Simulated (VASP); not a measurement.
# Os (P6_3/mmc) in VASP: notebook

Runs on Os. Level: r2SCAN. Tasks: single point.

Everything below comes from runs of VASP 6.6.1. Logs are shortened: lines on timing, memory, paths and dates and some standing lists are left out, and cuts for length are marked.

**1. The cell of the first run**

The structure is hexagonal, space group P6_3/mmc (No. 194). The conventional cell has a = 2.739 Å, b = 2.739 Å, c = 4.314 Å, α = 90.00°, β = 90.00°, γ = 120.00°. Within 3.5 Å of Os (site symmetry -6m2) lie 12 Os at 2.67 to 2.74 Å.

**2. Single point, r2SCAN**

POSCAR reads:

```
Os
1.0
    2.7393806551      0.0000000000      0.0000000000
   -1.3696903275      2.3723732379      0.0000000000
    0.0000000000      0.0000000000      4.3138178725
Os
2
Direct
    0.3333333333      0.6666666667      0.2500000000
    0.6666666667      0.3333333333      0.7500000000
```

INCAR.step1 reads:

```
SYSTEM = Os
  PREC = Accurate
  ENCUT = 520
  ISMEAR = 0
  SIGMA = 0.2
  LREAL = .False.
  LASPH = .True.
  NELM = 80
  NBANDS = 15
  GGA = PE
  ALGO = Normal
  EDIFF = 1E-4
  LWAVE = .True.
  LCHARG = .False.
```

INCAR.step2 reads:

```
SYSTEM = Os
  PREC = Accurate
  ENCUT = 520
  EDIFF = 1E-6
  ISMEAR = 0
  SIGMA = 0.2
  LREAL = .False.
  LASPH = .True.
  NELM = 80
  ALGO = Normal
  ISIF = 2
  LWAVE = .False.
  LCHARG = .False.
  METAGGA = R2SCAN
  LMIXTAU = .True.
  NBANDS = 15
  ISTART = 1
```

KPOINTS reads:

```
regular mesh
0
Gamma
  13 13 7
  0 0 0
```

Potentials or basis: VASP PAW PBE potentials, release 64 (Os).

Command:

```console
$ cat potpaw_PBE.64/Os/POTCAR > POTCAR
$ cp INCAR.step1 INCAR
$ mpirun -np 1 vasp_std > vasp.out
$ cp INCAR.step2 INCAR
$ mpirun -np 1 vasp_std > vasp.out
```

OUTCAR:

```text
SYSTEM = Os
   PREC = Accurate
   ENCUT = 520
   EDIFF = 1E-6
   ISMEAR = 0
   LREAL = .False.
   LASPH = .True.
   NELM = 80
   ISIF = 2
   METAGGA = R2SCAN
   ISTART = 1

 ion  position               nearest neighbor table
   1  0.333  0.667  0.250-   2 2.67   2 2.67   2 2.67   2 2.67   2 2.67   2 2.67
   2  0.667  0.333  0.750-   1 2.67   1 2.67   1 2.67   1 2.67   1 2.67   1 2.67

  LATTYP: Found a hexagonal cell.
 ALAT       =     2.7393806551
 C/A-ratio  =     1.5747420368

  Lattice vectors:

 A1 = (   2.7393806551,   0.0000000000,   0.0000000000)
 A2 = (  -1.3696903275,   2.3723732379,   0.0000000000)
 A3 = (   0.0000000000,   0.0000000000,   4.3138178725)

Analysis of symmetry for initial positions (statically):
=====================================================================
 Subroutine PRICEL returns:
 Original cell was already a primitive cell.

 Routine SETGRP: Setting up the symmetry group for a
 hexagonal supercell.

 Subroutine GETGRP returns: Found 24 space group operations
 (whereof 12 operations were pure point group operations)
 out of a pool of 24 trial point group operations.

The static configuration has the point symmetry D_3d.
 The point group associated with its full space group is D_6h.

Analysis of symmetry for dynamics (positions and initial velocities):
=====================================================================
 Subroutine PRICEL returns:
 Original cell was already a primitive cell.

 Routine SETGRP: Setting up the symmetry group for a
 hexagonal supercell.

 Subroutine GETGRP returns: Found 24 space group operations
 (whereof 12 operations were pure point group operations)
 out of a pool of 24 trial point group operations.

The dynamic configuration has the point symmetry D_3d.
 The point group associated with its full space group is D_6h.

 Subroutine INISYM returns: Found 24 space group operations
 (whereof 12 operations are pure point group operations),
 and found     1 'primitive' translations

----------------------------------------------------------------------------------------

                                     Primitive cell

  volume of cell :      28.0348

  direct lattice vectors                    reciprocal lattice vectors
     2.739380655  0.000000000  0.000000000     0.365046018  0.210759417  0.000000000
    -1.369690328  2.372373238  0.000000000     0.000000000  0.421518834  0.000000000
     0.000000000  0.000000000  4.313817872     0.000000000  0.000000000  0.231813217

  length of vectors
     2.739380655  2.739380655  4.313817872     0.421518834  0.421518834  0.231813217

  position of ions in fractional coordinates (direct lattice)
     0.333333333  0.666666667  0.250000000
     0.666666667  0.333333333  0.750000000

  ion indices of the primitive-cell ions
   primitive index   ion index
                 1           1
                 2           2

----------------------------------------------------------------------------------------

 KPOINTS: regular mesh

Automatic generation of k-mesh.
 Grid dimensions read from file:
 generate k-points for:   13   13    7

 Generating k-lattice:

  Cartesian coordinates                     Fractional coordinates (reciprocal lattice)
     0.028080463  0.016212263  0.000000000     0.076923077 -0.000000000  0.000000000
     0.000000000  0.032424526  0.000000000     0.000000000  0.076923077  0.000000000
     0.000000000  0.000000000  0.033116174     0.000000000  0.000000000  0.142857143

  Length of vectors
     0.032424526  0.032424526  0.033116174

  Shift w.r.t. Gamma in fractional coordinates (k-lattice)
     0.000000000  0.000000000  0.000000000

 Subroutine IBZKPT returns following result:
 ===========================================

 Found     84 irreducible k-points:

 Following reciprocal coordinates:
            Coordinates               Weight
  0.000000  0.000000  0.000000      1.000000
  0.076923 -0.000000  0.000000      6.000000
  0.153846  0.000000  0.000000      6.000000
  0.230769  0.000000  0.000000      6.000000
  0.307692  0.000000  0.000000      6.000000
  0.384615 -0.000000  0.000000      6.000000
[... 16 lines left out ...]
  0.076923 -0.000000  0.142857     12.000000
  0.153846  0.000000  0.142857     12.000000
 [... further k-points ...]
   k-points           NKPTS =     84   k-points in BZ     NKDIM =     84   number of bands    NBANDS=     15
   number of dos      NEDOS =    301   number of ions     NIONS =      2
   total plane-waves  NPLWV =  12800
   dimension x,y,z NGX =    20 NGY =   20 NGZ =   32
   dimension x,y,z NGXF=    40 NGYF=   40 NGZF=   64
   ions per type =               2
   NGX,Y,Z   is equivalent  to a cutoff of  12.14, 12.14, 12.33 a.u.
   NGXF,Y,Z  is equivalent  to a cutoff of  24.27, 24.27, 24.66 a.u.
 SYSTEM =  Os
   PREC   = accura    normal or accurate (medium, high low for compatibility)
   ISTART =      1    job   : 0-new  1-cont  2-samecut
   ICHARG =      0    charge: 1-file 2-atom 10-const
   ISPIN  =      1    spin polarized calculation?
   LNONCOLLINEAR =      F non collinear calculations
   LSORBIT =      F    spin-orbit coupling
   LASPH  =      T    aspherical Exc in radial PAW
   ENCUT  =  520.0 eV  38.22 Ry    6.18 a.u.   5.09  5.09  8.02*2*pi/ulx,y,z
   NELM   =     80;   NELMIN=  2; NELMDL=  0     # of ELM steps
   EDIFF  = 0.1E-05   stopping-criterion for ELM
   LREAL  =      F    real-space projection
   EDIFFG = 0.1E-04   stopping-criterion for IOM
   NSW    =      0    number of steps for IOM
   IBRION =     -1    ionic relax: 0-MD 1-quasi-New 2-CG
   NFREE  =      0    steps in history (QN), initial steepest desc. (CG)
   ISIF   =      2    stress and relaxation
   ISYM   =      2    0-nonsym 1-usesym 2-fastsym
   POTIM  = 0.5000    time-step for ionic-motion
   TEBEG  =    0.0;   TEEND  =   0.0 temperature during run
   PSTRESS=    0.0 pullay stress
   NELECT =      16.0000    total number of electrons
   NUPDOWN=      -1.0000    fix difference up-down
   EMIN   =  10.00;   EMAX   =-10.00  energy-range for DOS
   EFERMI =   0.00;   METHOD = LEGACY
   ISMEAR =     0;   SIGMA  =   0.20  broadening in eV -4-tet -1-fermi 0-gaus
   EFERMI_NEDOS =   21; number of points for ismear=-14 and -15
   IALGO  =     38    algorithm
   IMIX   =      4    mixing-type and parameters
     AMIX     =   0.40;   BMIX     =  1.00
     AMIX_MAG =   1.60;   BMIX_MAG =  1.00
  volume/ion in A,a.u.               =      14.02        94.59
  Fermi-wavevector in a.u.,A,eV,Ry     =   1.357946  2.566145 25.089370  1.844017
  Thomas-Fermi vector in A             =   2.484821
   LORBIT       =      0    0 simple, 1 ext, 2 COOP (PROOUT), +10 PAW based schemes
   METAGGA = R2SCAN    functional components
   LHFCALC =     F    Hartree Fock is set to
   AEXX    =    0.0000 exact exchange contribution
   IVDW    =     0    specifies the selected vdW correction
   LEPSILON=     F    determine dielectric tensor
   LRPA    =     F    only Hartree local field effects (RPA)
 non-spin polarized calculation
 Gauss-broadening in eV      SIGMA  =   0.20
  energy-cutoff  :      520.00
  volume of cell :       28.03
 maximum number of plane-waves:       769
   NGX = 11   NGY = 11   NGZ = 17

 number of electron      15.9999999 magnetization

 Free energy of the ion-electron system (eV)
  ---------------------------------------------------
  ext. energy  EPLUGINS =         0.00000000
  ---------------------------------------------------
  free energy    TOTEN  =      -106.01886078 eV

  energy without entropy =     -105.99753981  energy(sigma->0) =     -106.00820029

 E-fermi :   9.3133     XC(G=0): -15.3761

 val. band max:        9.2828373105   @ k =   0.3077   0.3077   0.2857
 cond. band min:       9.3888719092   @ k =   0.4615   0.0769   0.4286
 fundamental gap:      0.1060345987
 Fermi energy:         9.3132584421

 k-point     1 :       0.0000    0.0000    0.0000
  band No.  band energies     occupation
      1      -2.1834      2.00000
      2       1.1183      2.00000
      3       6.0628      2.00000
      4       6.0628      2.00000
      5       6.3738      2.00000
      6       6.9372      2.00000
      7       6.9372      2.00000
      8       7.5650      2.00000
      9       7.5650      2.00000
     10       9.2795      1.18853
     11      10.9756      0.00000
     12      10.9756      0.00000
     13      18.8175      0.00000
     14      23.9968      0.00000
     15      26.8564      0.00000

 k-point     2 :       0.0769   -0.0000    0.0000
  band No.  band energies     occupation
      1      -1.9343      2.00000
      2       1.3370      2.00000
      3       5.6020      2.00000
      4       6.2812      2.00000
      5       6.7343      2.00000
      6       6.8279      2.00000
      7       7.1405      2.00000
      8       7.2419      2.00000
      9       7.3919      2.00000
     10       8.3266      2.00000
     11      11.0952      0.00000
     12      12.3214      0.00000
     13      18.7967      0.00000
     14      24.5017      0.00000
     15      27.1728      0.00000

 k-point     3 :       0.1538    0.0000    0.0000
  band No.  band energies     occupation
      1      -1.2276      2.00000
      2       1.8993      2.00000
      3       4.9869      2.00000
      4       6.0707      2.00000
      5       6.4073      2.00000
      6       6.9198      2.00000
      7       6.9730      2.00000
      8       7.4020      2.00000
      9       7.6674      2.00000
     10       7.7312      2.00000
     11      11.3631      0.00000
     12      14.3875      0.00000
     13      18.6784      0.00000
     14      25.6238      0.00000
     15      27.7299      0.00000
[... 343 lines left out ...]
 k-point    23 :       0.0769   -0.0000    0.1429
  band No.  band energies     occupation
      1      -1.6745      2.00000
      2       1.3786      2.00000
      3       5.5675      2.00000
      4       6.0853      2.00000
      5       6.3455      2.00000
      6       6.4594      2.00000
      7       6.9519      2.00000
      8       7.7098      2.00000
      9       7.8463      2.00000
     10       8.0943      2.00000
     11      11.0993      0.00000
     12      11.9173      0.00000
     13      20.0014      0.00000
     14      24.0272      0.00000
     15      27.4263      0.00000

 k-point    24 :       0.1538    0.0000    0.1429
  band No.  band energies     occupation
      1      -0.9882      2.00000
      2       1.9658      2.00000
      3       5.0208      2.00000
      4       5.5474      2.00000
      5       6.2481      2.00000
      6       6.4892      2.00000
      7       7.2369      2.00000
      8       7.4135      2.00000
      9       7.7966      2.00000
     10       8.1322      2.00000
     11      11.3129      0.00000
     12      13.5330      0.00000
     13      19.9850      0.00000
     14      25.2485      0.00000
     15      27.4441      0.00000

 [... further k-points ...]
[... 5 lines left out ...]
  --------------------------------------------------------------------------------------
  -------------------------------------------------------------------------------------
  Total        0.1601870      0.1601870      0.1555377      0.0000000     -0.0000000      0.0000000
  in kB        9.1546285      9.1546285      8.8889222      0.0000000     -0.0000000      0.0000000
  external PRESSURE =       9.0660597 kB  Pullay stress =       0.0000000 kB

 VOLUME and BASIS-vectors are now :
 -----------------------------------------------------------------------------
  energy-cutoff  :      520.00
  volume of cell :       28.03
      direct lattice vectors                 reciprocal lattice vectors
     2.739380655  0.000000000  0.000000000     0.365046018  0.210759417  0.000000000
    -1.369690328  2.372373238  0.000000000     0.000000000  0.421518834  0.000000000
     0.000000000  0.000000000  4.313817872     0.000000000  0.000000000  0.231813217

 POSITION                                       TOTAL-FORCE (eV/Angst)
 -----------------------------------------------------------------------------------
     -0.00000      1.58158      1.07845         0.000000     -0.000000      0.000000
      1.36969      0.79079      3.23536        -0.000000      0.000000      0.000000
 -----------------------------------------------------------------------------------
    total drift:                                0.000000     -0.000000     -0.000000

  FREE ENERGIE OF THE ION-ELECTRON SYSTEM (eV)
  ---------------------------------------------------
  free  energy   TOTEN  =      -106.0188607799 eV

  energy  without entropy=     -105.9975398063  energy(sigma->0) =     -106.00820029
```

Wall time 81 s (1 thread of AMD EPYC 9R14 (Zen 4), shared host); peak memory 0.13 GiB.

What came out:

```
Free energy            : -106.0189 eV
Pressure               : 0.9 GPa
Band gap on the k mesh : zero (band 8 reaches 11.36 eV, above the bottom of band 9 at 7.39 eV)
```

Levels at points of the mesh, in eV from the Fermi level:
```tsv
k point	band 4	band 5	band 6	band 7	band 8	band 9	band 10	band 11	band 12	band 13
(0.00, 0.00, 0.00)	-3.25	-2.94	-2.38	-2.38	-1.75	-1.75	-0.03	1.66	1.66	9.50
```

Caveat: the PAW data sets were made with another functional, which shifts forces and pressure a little; spin-orbit coupling is left out, which moves the levels of the heavy elements.

**3. Single point, r2SCAN**

POSCAR is that of step 2.

INCAR.step1 reads:

```
  PREC = Accurate
  ENCUT = 520
  ISMEAR = 0
  SIGMA = 0.3
  LREAL = F
  LASPH = T
  NELM = 60
  NBANDS = 15
  GGA = PE
  ALGO = Normal
  EDIFF = 1E-4
  LWAVE = T
  LCHARG = F
```

INCAR.step2 reads:

```
  PREC = Accurate
  ENCUT = 520
  EDIFF = 1E-6
  ISMEAR = 0
  SIGMA = 0.3
  LREAL = F
  LASPH = T
  NELM = 60
  ALGO = Normal
  ISIF = 2
  LWAVE = F
  LCHARG = F
  METAGGA = R2SCAN
  LMIXTAU = T
  NBANDS = 15
  ISTART = 1
```

KPOINTS reads:

```
Automatic mesh
0
Gamma
  13 13 7
```

Potentials or basis: VASP PAW PBE potentials, release 64 (Os).

Command:

```console
$ cat potpaw_PBE.64/Os/POTCAR > POTCAR
$ cp INCAR.step1 INCAR
$ mpirun -np 1 vasp_std > vasp.out
$ cp INCAR.step2 INCAR
$ mpirun -np 1 vasp_std > vasp.out
```

OUTCAR:

```text
PREC = Accurate
   ENCUT = 520
   EDIFF = 1E-6
   ISMEAR = 0
   LREAL = F
   LASPH = T
   NELM = 60
   ISIF = 2
   METAGGA = R2SCAN
   ISTART = 1

 ion  position               nearest neighbor table
   1  0.333  0.667  0.250-   2 2.67   2 2.67   2 2.67   2 2.67   2 2.67   2 2.67
   2  0.667  0.333  0.750-   1 2.67   1 2.67   1 2.67   1 2.67   1 2.67   1 2.67

  LATTYP: Found a hexagonal cell.
 ALAT       =     2.7393806551
 C/A-ratio  =     1.5747420368

  Lattice vectors:

 A1 = (   2.7393806551,   0.0000000000,   0.0000000000)
[... 610 lines left out ...]
      9       7.7969      2.00000
     10       8.1316      2.00000
     11      11.3126      0.00000
     12      13.5323      0.00000
     13      19.9843      0.00000
     14      25.2487      0.00000
     15      27.4437      0.00000

 [... further k-points ...]
[... 5 lines left out ...]
  --------------------------------------------------------------------------------------
  -------------------------------------------------------------------------------------
  Total        0.1790666      0.1790666      0.2035635      0.0000000     -0.0000000      0.0000000
  in kB       10.2335862     10.2335862     11.6335763      0.0000000     -0.0000000      0.0000000
  external PRESSURE =      10.7002495 kB  Pullay stress =       0.0000000 kB

 VOLUME and BASIS-vectors are now :
 -----------------------------------------------------------------------------
  energy-cutoff  :      520.00
  volume of cell :       28.03
      direct lattice vectors                 reciprocal lattice vectors
     2.739380655  0.000000000  0.000000000     0.365046018  0.210759417  0.000000000
    -1.369690328  2.372373238  0.000000000     0.000000000  0.421518834  0.000000000
     0.000000000  0.000000000  4.313817872     0.000000000  0.000000000  0.231813217

 POSITION                                       TOTAL-FORCE (eV/Angst)
 -----------------------------------------------------------------------------------
     -0.00000      1.58158      1.07845         0.000000      0.000000      0.000000
      1.36969      0.79079      3.23536        -0.000000      0.000000      0.000000
 -----------------------------------------------------------------------------------
    total drift:                                0.000000     -0.000000     -0.000000

  FREE ENERGIE OF THE ION-ELECTRON SYSTEM (eV)
  ---------------------------------------------------
  free  energy   TOTEN  =      -106.0327286111 eV

  energy  without entropy=     -105.9816194588  energy(sigma->0) =     -106.00717403
```

OUTCAR.step1:

```text
PREC = Accurate
   ENCUT = 520
   ISMEAR = 0
   LREAL = F
   LASPH = T
[... 655 lines left out ...]
 -----------------------------------------------------------------------------------
     -0.00000      1.58158      1.07845        -0.000000      0.000000      0.000000
      1.36969      0.79079      3.23536         0.000000     -0.000000      0.000000
 -----------------------------------------------------------------------------------
    total drift:                                0.000000     -0.000000     -0.000000

  FREE ENERGIE OF THE ION-ELECTRON SYSTEM (eV)
  ---------------------------------------------------
  free  energy   TOTEN  =       -22.5131957033 eV

  energy  without entropy=      -22.4599773854  energy(sigma->0) =      -22.48658654
```

Run time: 85 s. Hardware: 1 thread of AMD EPYC 9R14 (Zen 4), shared host; peak memory 0.13 GiB.

What came out:

* Free energy: -106.0327 eV
* Pressure: 1.1 GPa
* Band gap on the k mesh: zero (band 8 reaches 11.36 eV, above the bottom of band 9 at 7.39 eV)

Caveat: the PAW data sets were made with another functional, which shifts forces and pressure a little; spin-orbit coupling is left out, which moves the levels of the heavy elements.

**4. Single point, r2SCAN**

POSCAR is that of step 3.

INCAR.step1 reads:

```
PREC = Accurate
ENCUT = 520
ISMEAR = 0
SIGMA = 0.6
LREAL = F
LASPH = T
NELM = 100
NBANDS = 15
GGA = PE
ALGO = Normal
EDIFF = 1E-4
LWAVE = T
LCHARG = F
```

INCAR.step2 reads:

```
PREC = Accurate
ENCUT = 520
EDIFF = 1E-7
ISMEAR = 0
SIGMA = 0.6
LREAL = F
LASPH = T
NELM = 100
ALGO = Normal
ISIF = 2
LWAVE = F
LCHARG = F
METAGGA = R2SCAN
LMIXTAU = T
NBANDS = 15
ISTART = 1
```

KPOINTS is that of step 3.

Command:

```console
$ cat potpaw_PBE.64/Os/POTCAR > POTCAR
$ cp INCAR.step1 INCAR
$ mpirun -np 1 vasp_std > vasp.out
$ cp INCAR.step2 INCAR
$ mpirun -np 1 vasp_std > vasp.out
```

It took 1.8 min on 1 thread of AMD EPYC 9R14 (Zen 4), shared host; peak memory 0.12 GiB.

The run converged. Its results:

- Free energy: -106.1122 eV
- Pressure: 1.8 GPa
- Band gap on the k mesh: zero (band 8 reaches 11.37 eV, above the bottom of band 9 at 7.39 eV)

Stress tensor (GPa, compression positive):
```
1.44 0.00 0.00
0.00 1.44 0.00
0.00 0.00 2.66
```

Levels at points of the mesh, in eV from the Fermi level:
| k point | band 5 | band 6 | band 7 | band 8 | band 9 | band 10 | band 11 | band 12 |
| --- | --- | --- | --- | --- | --- | --- | --- | --- |
| (0.00, 0.00, 0.00) | -2.89 | -2.33 | -2.33 | -1.70 | -1.70 | 0.01 | 1.71 | 1.71 |

Caveat: the PAW data sets were made with another functional, which shifts forces and pressure a little; spin-orbit coupling is left out, which moves the levels of the heavy elements.

(Continued in part 2 of 2.)
